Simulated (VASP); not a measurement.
Input of a VASP 6.6.1 run:

File INCAR:

```
SYSTEM = Hf3N2
ALGO     = Normal         ! electronic algorithm
EDIFF    = 1E-6           ! SCF threshold, eV
ENCUT    = 520            ! plane-wave cutoff, eV
GGA      = CA             ! functional
ISIF     = 2              ! what is computed and relaxed
ISMEAR   = 0              ! smearing method
LASPH    = .True.         ! aspherical terms in the spheres
LCHARG   = .False.        ! write CHGCAR
LREAL    = .False.        ! projectors in reciprocal space
LWAVE    = .False.        ! write WAVECAR
NBANDS   = 28             ! bands
NELM     = 100            ! most SCF steps
PREC     = Accurate       ! precision mode
SIGMA    = 0.1            ! smearing width, eV
```

The input KPOINTS:

```
k-points
0
Gamma
  12 12 12
  0 0 0
```

POSCAR

```
Hf3N2
1.0
    1.5994260774      0.9234290764      7.7548432223
   -1.5994260774      0.9234290764      7.7548432223
    0.0000000000     -1.8468581527      7.7548432223
Hf N
3 2
Direct
    0.7794186600      0.7794186600      0.7794186600
    0.2205813400      0.2205813400      0.2205813400
    0.0000000000      0.0000000000      0.0000000000
    0.6119155300      0.6119155300      0.6119155300
    0.3880844700      0.3880844700      0.3880844700
```

Potentials or basis: VASP PAW LDA potentials, release 64 (Hf_pv, N).

The run is started by

```bash
$ cat potpaw_LDA.64/Hf_pv/POTCAR potpaw_LDA.64/N/POTCAR > POTCAR
$ mpirun -np 1 vasp_std > vasp.out
```

What does it give for the pressure?

-8.3 GPa.

What does it give for the largest force?

0.452 eV/Å.

Predict the band gap on the k mesh.

zero (bands 20 and 21 overlap by 0.99 eV).

Stress tensor (GPa, compression positive):
```
-8.03  0.00  0.00
 0.00 -8.03  0.00
 0.00  0.00 -8.72
```

Caveat: the cell stands under tension; spin-orbit coupling is left out, which moves the levels of the heavy elements.
